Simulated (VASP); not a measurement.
# Ta: single point with PBE

The system is Ta.

```xyz
1
Lattice="-1.6607 1.6607 1.6607 1.6607 -1.6607 1.6607 1.6607 1.6607 -1.6607" Properties=species:S:1:pos:R:3 pbc="T T T"
Ta    0.0000    0.0000    0.0000
```

```
Program                : VASP 6.6.1
Task                   : single point
Functional             : PBE
Potentials or basis    : VASP PAW PBE potentials, release 64 (Ta_pv)
Cutoff                 : 520 eV
k mesh                 : 13 × 13 × 13
Occupations            : fermi-dirac, width 1 eV
Spin                   : no spin polarisation
Dipole correction      : no
Further INCAR settings : ALGO = Normal; EDIFF = 1e-06; NBANDS = 12
```

- Pressure: 13.6 GPa

Levels at points of the mesh, in eV from the Fermi level:
```csv
k point,band 2,band 3,band 4,band 5,band 6,band 7,band 8,band 9,band 10,band 11
"(0.00, 0.00, 0.00)",-33.49,-33.49,-8.36,0.30,0.30,0.30,3.51,3.51,14.40,14.40
```

Wall time 19 s on 1 thread of Intel Xeon 8259CL, on a shared host, peak memory 0.15 GiB.

Caveat: spin-orbit coupling is left out, which moves the levels of the heavy elements.
